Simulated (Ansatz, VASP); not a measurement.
Given: the input of a run of VASP 6.6.1 on LiH.

The input POSCAR:

```
LiH
1.0
    0.0000000000      2.0766964161      2.0766964161
    2.0766964161      0.0000000000      2.0766964161
    2.0766964161      2.0766964161      0.0000000000
Li H
1 1
Direct
    0.0000000000      0.0000000000      0.0000000000
    0.5000000000      0.5000000000      0.5000000000
```

File INCAR.step1:

```
SYSTEM = LiH
PREC = Accurate ; ENCUT = 520
EDIFF = 1E-5 ; ISMEAR = 1
SIGMA = 0.01 ; LREAL = .False.
LASPH = .True. ; NELM = 80
ALGO = Normal ; ISIF = 2
LWAVE = .True. ; LCHARG = .False.
NBANDS = 9 ; GGA = PE
```

INCAR.step2

```
SYSTEM = LiH
PREC = Accurate ; ENCUT = 520
EDIFF = 1E-6 ; ISMEAR = 1
SIGMA = 0.01 ; LREAL = .False.
LASPH = .True. ; NELM = 80
ALGO = Normal ; ISIF = 2
LWAVE = .False. ; LCHARG = .False.
METAGGA = R2SCAN ; LHFCALC = .True.
AEXX = 0.25 ; LMIXTAU = .True.
PRECFOCK = Normal ; NBANDS = 9
ISTART = 1
```

KPOINTS

```
regular mesh
0
Gamma
  6 6 6
  0 0 0
```

Potentials or basis: VASP PAW PBE potentials, release 64 (Li_sv, H).

The run is started by

```sh
$ cat potpaw_PBE.64/Li_sv/POTCAR potpaw_PBE.64/H/POTCAR > POTCAR
$ cp INCAR.step1 INCAR
$ mpirun -np 1 vasp_std > vasp.out
$ cp INCAR.step2 INCAR
$ mpirun -np 1 vasp_std > vasp.out
```

Task: Set up the same calculation for Ansatz 0.2.0. Potentials there: JTH PAW.

Result: As run (the cutoff follows the program's own potentials):

File input.yaml:

```yaml
crystal:
  lattice:
    - [0.0, 2.0766964161, 2.0766964161]
    - [2.0766964161, 0.0, 2.0766964161]
    - [2.0766964161, 2.0766964161, 0.0]
  atoms:
    - { symbol: Li, position: [0.0, 0.0, 0.0] }
    - { symbol: H, position: [0.5, 0.5, 0.5] }
hamiltonian:
  xc: r2scan0
  pseudopotentials: { kind: paw, source: jth }
kpoints:
  mp_grid: { grid: [6, 6, 6] }
scf:
  occupations: { method: methfessel_paxton, width: 0.01 }
output:
  forces: true
  stress: true
  eigenvalues: true
```

Potentials or basis: JTH PAW.

The run is started by

```console
$ ansatz run input.yaml --threads 1 --pin off --max-ram 2560MiB --backend cpu --events-out ev --progress --plain --runs-dir out
```

Both were run:

|  | VASP | Ansatz | Ansatz less VASP |
| --- | --- | --- | --- |
| gap on the k mesh at the Fermi level (eV) | 5.18 | 5.15 | -0.023 |
| least direct gap on the mesh (eV) | 5.18 | 5.15 | -0.023 |

VASP's potentials were made for PBE, not for r2SCAN0. With one functional, cell and mesh, what is left measures potentials, basis and numerics.

The k mesh is coarse, so the values compare programs but aren't converged. Noted on VASP's run: the cutoff is under 1.25 times that of the potentials, so the pressure is a little rough.
